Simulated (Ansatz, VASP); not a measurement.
## One calculation of YPtC2N2, two programs

INCAR

```
SYSTEM = YPtC2N2
ALGO     = Normal         ! electronic algorithm
EDIFF    = 1E-6           ! SCF threshold, eV
ENCUT    = 520            ! plane-wave cutoff, eV
GGA      = PE             ! functional
ISIF     = 2              ! what is computed and relaxed
ISMEAR   = 0              ! smearing method
LASPH    = .TRUE.         ! aspherical terms in the spheres
LCHARG   = .TRUE.         ! write CHGCAR
LELF     = .TRUE.         ! ELF
LREAL    = .FALSE.        ! projectors in reciprocal space
LVHAR    = .TRUE.       
LWAVE    = .FALSE.        ! write WAVECAR
NBANDS   = 51             ! bands
NELM     = 80             ! most SCF steps
PREC     = Accurate       ! precision mode
SIGMA    = 0.1            ! smearing width, eV
```

Contents of KPOINTS:

```
k-points
0
G
  4 4 4
  0 0 0
```

File POSCAR:

```
YPtC2N2
1.0
    3.4468491496     -4.6557734207      0.0000000000
    3.4468491496      4.6557734207      0.0000000000
   -2.9896448856      0.0000000000      6.1520379088
Y Pt C N
2 2 4 4
Direct
    0.0000000000      0.0000000000      0.5000000000
    0.5000000000      0.5000000000      0.0000000000
    0.3033321367      0.3033321367      0.3006363253
    0.6966678633      0.6966678633      0.6993636747
    0.9266534033      0.5183797456      0.7333896075
    0.4816202544      0.0733465967      0.2666103925
    0.5183797456      0.9266534033      0.7333896075
    0.0733465967      0.4816202544      0.2666103925
    0.0736801969      0.4089989839      0.7579358846
    0.5910010161      0.9263198031      0.2420641154
    0.4089989839      0.0736801969      0.7579358846
    0.9263198031      0.5910010161      0.2420641154
```

Input for Ansatz:

```yaml
crystal:
  lattice:
    - [3.4468491496, -4.6557734207, 0.0]
    - [3.4468491496, 4.6557734207, 0.0]
    - [-2.9896448856, 0.0, 6.1520379088]
  atoms:
    - { symbol: "Y", position: [0.0, 0.0, 0.5] }
    - { symbol: "Y", position: [0.5, 0.5, 0.0] }
    - { symbol: Pt, position: [0.3033321367, 0.3033321367, 0.3006363253] }
    - { symbol: Pt, position: [0.6966678633, 0.6966678633, 0.6993636747] }
    - { symbol: C, position: [0.9266534033, 0.5183797456, 0.7333896075] }
    - { symbol: C, position: [0.4816202544, 0.0733465967, 0.2666103925] }
    - { symbol: C, position: [0.5183797456, 0.9266534033, 0.7333896075] }
    - { symbol: C, position: [0.0733465967, 0.4816202544, 0.2666103925] }
    - { symbol: "N", position: [0.0736801969, 0.4089989839, 0.7579358846] }
    - { symbol: "N", position: [0.5910010161, 0.9263198031, 0.2420641154] }
    - { symbol: "N", position: [0.4089989839, 0.0736801969, 0.7579358846] }
    - { symbol: "N", position: [0.9263198031, 0.5910010161, 0.2420641154] }
basis:
  ecutwfc: 420
kpoints:
  mp_grid: { grid: [4, 4, 4] }
hamiltonian:
  xc: pbe
scf:
  occupations: { method: gaussian, width: 0.1 }
  lower_state_search: "off"
output:
  forces: true
  stress: true
  eigenvalues: true
```

Change from the starting cell: the structure that the rattled cell fell into.

Alike in both runs: task single point; functional PBE; k mesh 4 × 4 × 4; occupations gaussian, width 0.1 eV; no spin polarisation.

```csv
,VASP,Ansatz
version,VASP 6.6.1,Ansatz 0.2.0
potentials or method,"VASP PAW PBE potentials, release 64 (Y_sv, Pt, C, N), cutoff 520 eV","scalar-relativistic, plane waves, PAW"
valence electrons in the cell,78,94
```

VASP gave:

- gap on the k mesh at the Fermi level (eV): none
- pressure (GPa): 0.1
- traceless stress, the component that is largest in VASP (GPa): 0.57
- rms of the force components (eV/Å): 0.108

Problem. Which values does Ansatz return?

Solution. gap on the k mesh at the Fermi level (eV): none; pressure (GPa): 0.0; traceless stress, the component that is largest in VASP (GPa): 0.00; rms of the force components (eV/Å): 0.014.

Atom by atom the forces differ by 0.120 eV/Å (rms over components). A gap of «none» marks a metal or a gap that the smearing closes. One of these differences is far larger than is usual between the two programs; its cause wasn't traced. The functional is the same, so the differences come from potentials, cutoffs and numerics. VASP's potentials hold 78 valence electrons a cell and Ansatz's 94, so a difference there can come from the potentials and not from the codes.

Spin-orbit coupling is off throughout. Noted on VASP's run: the standard files for N, O and F lose accuracy on very short bonds.
